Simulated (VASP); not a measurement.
A run of VASP 6.6.1:

File INCAR:

```
SYSTEM = AlCo
  PREC = Accurate
  ENCUT = 520
  EDIFF = 1E-6
  ISMEAR = 0
  SIGMA = 0.15
  LREAL = .FALSE.
  LASPH = .TRUE.
  NELM = 150
  ALGO = Normal
  ISIF = 2
  LWAVE = .FALSE.
  LCHARG = .TRUE.
  ISPIN = 2
  MAGMOM = -0.01 0.16
  LORBIT = 11
  LMAXMIX = 4
  GGA = PE
  LELF = .TRUE.
  LVHAR = .TRUE.
  NBANDS = 17
```

Contents of KPOINTS:

```
Automatic mesh
0
G
  18 18 18
  0 0 0
```

File POSCAR:

```
AlCo
1.0
    2.8194032100      0.0000000000      0.0000000000
    0.0000000000      2.8194032100      0.0000000000
    0.0000000000      0.0000000000      2.8194032100
Al Co
1 1
Direct
    0.0000000000      0.0000000000      0.0000000000
    0.5000000000      0.5000000000      0.5000000000
```

Potentials or basis: VASP PAW PBE potentials, release 64 (Al, Co).

Command:

```sh
$ cat potpaw_PBE.64/Al/POTCAR potpaw_PBE.64/Co/POTCAR > POTCAR
$ mpirun -np 1 vasp_std > vasp.out
```

Hardware: 1 thread of Intel(R) Xeon(R) Platinum 8488C (Sapphire Rapids), on a shared host.

Task: Estimate the wall time of this run.

Result: Wall time 59 s on 1 thread of Intel(R) Xeon(R) Platinum 8488C (Sapphire Rapids), on a shared host, peak memory 0.25 GiB. Counts: scf iterations 13, k points 220.
